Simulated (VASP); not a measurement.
# LuTiF3 (Pm-3m) in VASP: single point with PBE

Aim: the single point of LuTiF3 with PBE.

Everything below comes from runs of VASP 6.6.1. Logs are shortened: lines on timing, memory, paths and dates and some standing lists are left out, and cuts for length are marked.

### 1 The cell of the first run

The structure is cubic, space group Pm-3m (No. 221). Conventional cell: a = 4.095 Å, b = 4.095 Å, c = 4.095 Å, α = 90.00°, β = 90.00°, γ = 90.00°. Lu (site symmetry m-3m) has 12 F at 2.90 Å and 8 Ti at 3.55 Å within 3.8 Å. Ti (site symmetry m-3m) has 6 F at 2.05 Å within 2.7 Å. Within 2.7 Å of F (site symmetry 4/mmm) lie 2 Ti at 2.05 Å.

### 2 Single point, PBE, collinear spin, ferromagnetic start

Contents of INCAR:

```
SYSTEM = LuTiF3
ALGO     = Normal         ! electronic algorithm
EDIFF    = 1E-7           ! SCF threshold, eV
ENCUT    = 520            ! plane-wave cutoff, eV
GGA      = PE             ! functional
ISIF     = 2              ! what is computed and relaxed
ISMEAR   = 0              ! smearing method
ISPIN    = 2              ! spin polarisation
LASPH    = .True.         ! aspherical terms in the spheres
LCHARG   = .False.        ! write CHGCAR
LMAXMIX  = 4              ! l up to which the mixer works
LORBIT   = 11             ! projections on sites
LREAL    = .False.        ! projectors in reciprocal space
LWAVE    = .False.        ! write WAVECAR
MAGMOM   = 0 1 0 0 0      ! initial moments
NBANDS   = 41             ! bands
NELM     = 150            ! most SCF steps
PREC     = Accurate       ! precision mode
SIGMA    = 0.1            ! smearing width, eV
```

Contents of KPOINTS:

```
k-points
0
Gamma
  4 4 4
  0 0 0
```

Contents of POSCAR:

```
LuTiF3
1.0
    4.0953936500      0.0000000000      0.0000000000
    0.0000000000      4.0953936500      0.0000000000
    0.0000000000      0.0000000000      4.0953936500
Lu Ti F
1 1 3
Direct
    0.5000000000      0.5000000000      0.5000000000
    0.0000000000      0.0000000000      0.0000000000
    0.0000000000      0.5000000000      0.0000000000
    0.0000000000      0.0000000000      0.5000000000
    0.5000000000      0.0000000000      0.0000000000
```

Potentials or basis: VASP PAW PBE potentials, release 64 (Lu, Ti_sv, F).

Started as:

```console
$ cat potpaw_PBE.64/Lu/POTCAR potpaw_PBE.64/Ti_sv/POTCAR potpaw_PBE.64/F/POTCAR > POTCAR
$ mpirun -np 1 vasp_std > vasp.out
```

OUTCAR:

```text
SYSTEM = LuTiF3
   EDIFF = 1E-7
   ENCUT = 520
   GGA = PE
   ISIF = 2
   ISMEAR = 0
   ISPIN = 2
   LASPH = .True.
   LORBIT = 11
   LREAL = .False.
   NELM = 150
   PREC = Accurate

 ion  position               nearest neighbor table
   1  0.500  0.500  0.500-
   2  0.000  0.000  0.000-   3 2.05   4 2.05   5 2.05   4 2.05   3 2.05   5 2.05
   3  0.000  0.500  0.000-   2 2.05   2 2.05
   4  0.000  0.000  0.500-   2 2.05   2 2.05
   5  0.500  0.000  0.000-   2 2.05   2 2.05

  LATTYP: Found a simple cubic cell.
 ALAT       =     4.0953936500

  Lattice vectors:

 A1 = (   4.0953936500,   0.0000000000,   0.0000000000)
 A2 = (   0.0000000000,   4.0953936500,   0.0000000000)
 A3 = (   0.0000000000,   0.0000000000,   4.0953936500)

Analysis of symmetry for initial positions (statically):
=====================================================================
 Subroutine PRICEL returns:
 Original cell was already a primitive cell.

 Routine SETGRP: Setting up the symmetry group for a
 simple cubic supercell.

 Subroutine GETGRP returns: Found 48 space group operations
 (whereof 48 operations were pure point group operations)
 out of a pool of 48 trial point group operations.

The static configuration has the point symmetry O_h .

Analysis of symmetry for dynamics (positions and initial velocities):
=====================================================================
 Subroutine PRICEL returns:
 Original cell was already a primitive cell.

 Routine SETGRP: Setting up the symmetry group for a
 simple cubic supercell.

 Subroutine GETGRP returns: Found 48 space group operations
 (whereof 48 operations were pure point group operations)
 out of a pool of 48 trial point group operations.

The dynamic configuration has the point symmetry O_h .

Analysis of structural, dynamic, and magnetic symmetry:
=====================================================================
 Subroutine PRICEL returns:
 Original cell was already a primitive cell.

 Routine SETGRP: Setting up the symmetry group for a
 simple cubic supercell.

 Subroutine GETGRP returns: Found 48 space group operations
 (whereof 48 operations were pure point group operations)
 out of a pool of 48 trial point group operations.

The overall configuration has the point symmetry O_h .

 Subroutine INISYM returns: Found 48 space group operations
 (whereof 48 operations are pure point group operations),
 and found     1 'primitive' translations

----------------------------------------------------------------------------------------

                                     Primitive cell

  volume of cell :      68.6890

  direct lattice vectors                    reciprocal lattice vectors
     4.095393650  0.000000000  0.000000000     0.244176772  0.000000000  0.000000000
     0.000000000  4.095393650  0.000000000     0.000000000  0.244176772  0.000000000
     0.000000000  0.000000000  4.095393650     0.000000000  0.000000000  0.244176772

  length of vectors
     4.095393650  4.095393650  4.095393650     0.244176772  0.244176772  0.244176772

  position of ions in fractional coordinates (direct lattice)
     0.500000000  0.500000000  0.500000000
     0.000000000  0.000000000  0.000000000
     0.000000000  0.500000000  0.000000000
     0.000000000  0.000000000  0.500000000
     0.500000000  0.000000000  0.000000000

  ion indices of the primitive-cell ions
   primitive index   ion index
                 1           1
                 2           2
                 3           3
                 4           4
                 5           5

----------------------------------------------------------------------------------------

 KPOINTS: k-points

Automatic generation of k-mesh.
 Grid dimensions read from file:
 generate k-points for:    4    4    4

 Generating k-lattice:

  Cartesian coordinates                     Fractional coordinates (reciprocal lattice)
     0.061044193  0.000000000  0.000000000     0.250000000  0.000000000  0.000000000
     0.000000000  0.061044193  0.000000000     0.000000000  0.250000000  0.000000000
     0.000000000  0.000000000  0.061044193     0.000000000  0.000000000  0.250000000

  Length of vectors
     0.061044193  0.061044193  0.061044193

  Shift w.r.t. Gamma in fractional coordinates (k-lattice)
     0.000000000  0.000000000  0.000000000

 Subroutine IBZKPT returns following result:
 ===========================================

 Found     10 irreducible k-points:

 Following reciprocal coordinates:
            Coordinates               Weight
  0.000000  0.000000  0.000000      1.000000
  0.250000  0.000000  0.000000      6.000000
  0.500000  0.000000  0.000000      3.000000
  0.250000  0.250000  0.000000     12.000000
  0.500000  0.250000  0.000000     12.000000
  0.500000  0.500000  0.000000      3.000000
  0.250000  0.250000  0.250000      8.000000
  0.500000  0.250000  0.250000     12.000000
  0.500000  0.500000  0.250000      6.000000
  0.500000  0.500000  0.500000      1.000000
   k-points           NKPTS =     10   k-points in BZ     NKDIM =     10   number of bands    NBANDS=     41
   number of dos      NEDOS =    301   number of ions     NIONS =      5
   total plane-waves  NPLWV =  27000
   dimension x,y,z NGX =    30 NGY =   30 NGZ =   30
   dimension x,y,z NGXF=    60 NGYF=   60 NGZF=   60
   ions per type =               1   1   3
   NGX,Y,Z   is equivalent  to a cutoff of  12.18, 12.18, 12.18 a.u.
   NGXF,Y,Z  is equivalent  to a cutoff of  24.36, 24.36, 24.36 a.u.
 SYSTEM =  LuTiF3
   PREC   = accura    normal or accurate (medium, high low for compatibility)
   ISTART =      0    job   : 0-new  1-cont  2-samecut
   ICHARG =      2    charge: 1-file 2-atom 10-const
   ISPIN  =      2    spin polarized calculation?
   LNONCOLLINEAR =      F non collinear calculations
   LSORBIT =      F    spin-orbit coupling
   LASPH  =      T    aspherical Exc in radial PAW
   ENCUT  =  520.0 eV  38.22 Ry    6.18 a.u.   7.61  7.61  7.61*2*pi/ulx,y,z
   NELM   =    150;   NELMIN=  2; NELMDL= -5     # of ELM steps
   EDIFF  = 0.1E-06   stopping-criterion for ELM
   LREAL  =      F    real-space projection
   EDIFFG = 0.1E-05   stopping-criterion for IOM
   NSW    =      0    number of steps for IOM
   IBRION =     -1    ionic relax: 0-MD 1-quasi-New 2-CG
   NFREE  =      0    steps in history (QN), initial steepest desc. (CG)
   ISIF   =      2    stress and relaxation
   ISYM   =      2    0-nonsym 1-usesym 2-fastsym
   POTIM  = 0.5000    time-step for ionic-motion
   TEBEG  =    0.0;   TEEND  =   0.0 temperature during run
   PSTRESS=    0.0 pullay stress
   NELECT =      58.0000    total number of electrons
   NUPDOWN=      -1.0000    fix difference up-down
   EMIN   =  10.00;   EMAX   =-10.00  energy-range for DOS
   EFERMI =   0.00;   METHOD = LEGACY
   ISMEAR =     0;   SIGMA  =   0.10  broadening in eV -4-tet -1-fermi 0-gaus
   EFERMI_NEDOS =   21; number of points for ismear=-14 and -15
   IALGO  =     38    algorithm
   IMIX   =      4    mixing-type and parameters
     AMIX     =   0.40;   BMIX     =  1.00
     AMIX_MAG =   1.60;   BMIX_MAG =  1.00
  volume/ion in A,a.u.               =      13.74        92.71
  Fermi-wavevector in a.u.,A,eV,Ry     =   1.547350  2.924067 32.576313  2.394291
  Thomas-Fermi vector in A             =   2.652456
   LORBIT       =     11    0 simple, 1 ext, 2 COOP (PROOUT), +10 PAW based schemes
   GGA     = PE    functional components
   LHFCALC =     F    Hartree Fock is set to
   AEXX    =    0.0000 exact exchange contribution
   IVDW    =     0    specifies the selected vdW correction
   LEPSILON=     F    determine dielectric tensor
   LRPA    =     F    only Hartree local field effects (RPA)
 spin polarized calculation
 Gauss-broadening in eV      SIGMA  =   0.10
  energy-cutoff  :      520.00
  volume of cell :       68.69
 maximum number of plane-waves:      1856
   NGX = 15   NGY = 15   NGZ = 15

 number of electron      58.0000004 magnetization       2.9989578

 Free energy of the ion-electron system (eV)
  ---------------------------------------------------
  ext. energy  EPLUGINS =         0.00000000
  ---------------------------------------------------
  free energy    TOTEN  =       -27.43035403 eV

  energy without entropy =      -27.40999594  energy(sigma->0) =      -27.42017498

 E-fermi :   6.5144     XC(G=0): -10.9599

 val. band max:        6.4925306035   @ k =   0.5000   0.5000   0.5000
 cond. band min:       6.5207203502   @ k =   0.2500   0.2500   0.0000
 fundamental gap:      0.0281897467
 Fermi energy:         6.5143623950

 spin component 1

 k-point     1 :       0.0000    0.0000    0.0000
  band No.  band energies     occupation
      1     -52.2330      1.00000
      2     -51.6961      1.00000
      3     -28.1070      1.00000
      4     -28.1070      1.00000
      5     -28.1070      1.00000
      6     -22.9062      1.00000
[... 429 lines left out ...]
     40      11.5576      0.00000
     41      11.5576      0.00000
 Fermi energy:         6.5143623950

 spin component 2

 k-point     1 :       0.0000    0.0000    0.0000
  band No.  band energies     occupation
      1     -52.0383      1.00000
      2     -50.1282      1.00000
      3     -26.5448      1.00000
      4     -26.5448      1.00000
      5     -26.5448      1.00000
      6     -22.6057      1.00000
[... 429 lines left out ...]
     40      12.3992      0.00000
     41      12.3992      0.00000

------------------------ aborting loop because EDIFF is reached ----------------------------------------

  FORCE on cell =-STRESS in cart. coord.  units (eV):
  Direction    XX          YY          ZZ          XY          YZ          ZX
  --------------------------------------------------------------------------------------
  -------------------------------------------------------------------------------------
  Total        5.0551014      5.0551014      5.0551014      0.0000000     -0.0000000      0.0000000
  in kB      117.9107749    117.9107749    117.9107749      0.0000000     -0.0000000      0.0000000
  external PRESSURE =     117.9107749 kB  Pullay stress =       0.0000000 kB

 VOLUME and BASIS-vectors are now :
 -----------------------------------------------------------------------------
  energy-cutoff  :      520.00
  volume of cell :       68.69
      direct lattice vectors                 reciprocal lattice vectors
     4.095393650  0.000000000  0.000000000     0.244176772  0.000000000  0.000000000
     0.000000000  4.095393650  0.000000000     0.000000000  0.244176772  0.000000000
     0.000000000  0.000000000  4.095393650     0.000000000  0.000000000  0.244176772

 POSITION                                       TOTAL-FORCE (eV/Angst)
 -----------------------------------------------------------------------------------
      2.04770      2.04770      2.04770         0.000000      0.000000      0.000000
      0.00000      0.00000      0.00000         0.000000      0.000000      0.000000
      0.00000      2.04770      0.00000         0.000000      0.000000      0.000000
      0.00000      0.00000      2.04770         0.000000      0.000000      0.000000
      2.04770      0.00000      0.00000         0.000000      0.000000      0.000000
 -----------------------------------------------------------------------------------
    total drift:                                0.000000      0.000000      0.000000

  FREE ENERGIE OF THE ION-ELECTRON SYSTEM (eV)
  ---------------------------------------------------
  free  energy   TOTEN  =       -27.4303540264 eV

  energy  without entropy=      -27.4099959361  energy(sigma->0) =      -27.42017498

 total charge

# of ion       s       p       d       f       tot
--------------------------------------------------
    1        2.395   5.976   0.651  13.984  23.007
    2        2.125   6.113   2.094   0.000  10.332
    3        1.752   4.351   0.000   0.000   6.103
    4        1.752   4.351   0.000   0.000   6.103
    5        1.752   4.351   0.000   0.000   6.103
--------------------------------------------------
tot          9.777  25.142   2.746  13.984  51.648

 magnetization (x)

# of ion       s       p       d       f       tot
--------------------------------------------------
    1        0.084   0.008   0.456   0.004   0.553
    2        0.009   0.013   1.603   0.000   1.625
    3        0.005   0.037   0.000   0.000   0.042
    4        0.005   0.037   0.000   0.000   0.042
    5        0.005   0.037   0.000   0.000   0.042
--------------------------------------------------
tot          0.109   0.133   2.059   0.004   2.305
```

It took 68 s on 1 thread of Intel Xeon Platinum 8488C (Sapphire Rapids), shared host; peak memory 0.22 GiB.

What came out:

```
Free energy                                           : -27.4304 eV
Pressure                                              : 11.8 GPa
Net moment                                            : 3.00 μB per cell
Site moments                                          : Lu +0.55; Ti +1.62; F +0.04 μB
Valence electrons inside the program's atomic spheres : Lu 23.01; Ti 10.33; F 6.10
```

Caveat: the k points lie up to 0.38 Å⁻¹ apart; spin-orbit coupling is left out, which moves the levels of the heavy elements; semilocal functionals often make such compounds metallic where correlation or magnetic order opens a gap, which also shifts bond lengths.
